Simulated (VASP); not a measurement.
A run of VASP 6.6.1 is set up as follows.

Contents of INCAR:

```
SYSTEM = NbP
  PREC = Accurate
  ENCUT = 520
  EDIFF = 1E-7
  ISMEAR = -1
  SIGMA = 0.05
  LREAL = .FALSE.
  LASPH = .TRUE.
  NELM = 80
  ALGO = Normal
  ISIF = 2
  LWAVE = .FALSE.
  LCHARG = .FALSE.
  GGA = PS
  NBANDS = 26
```

The input KPOINTS:

```
regular mesh
0
G
  11 11 11
  0 0 0
```

The input POSCAR:

```
NbP
1.0
   -1.6636818200      1.6636818200      5.7015827992
    1.6636818200     -1.6636818200      5.7015827992
    1.6636818200      1.6636818200     -5.7015827992
Nb P
2 2
Direct
    0.2498808000      0.7498808000      0.5000000000
    0.4998808000      0.4998808000      0.0000000000
    0.8327477700      0.3327477700      0.5000000000
    0.0827477700      0.0827477700      0.0000000000
```

Potentials or basis: VASP PAW PBE potentials, release 64 (Nb_sv, P).

Command:

```bash
$ cat potpaw_PBE.64/Nb_sv/POTCAR potpaw_PBE.64/P/POTCAR > POTCAR
$ mpirun -np 1 vasp_std > vasp.out
```

**Question.** What does it give for the pressure?

**Answer.** -2.9 GPa.

**Question.** Predict the band gap on the k mesh.

**Answer.** Zero (filled and empty bands touch).

**Question.** What does it give for the largest force?

**Answer.** 0.024 eV/Å.

Stress tensor (GPa, compression positive):
```
-2.59  0.00  0.00
 0.00 -2.59  0.00
 0.00  0.00 -3.41
```

Caveat: the PAW data sets were made with another functional, which shifts forces and pressure a little.
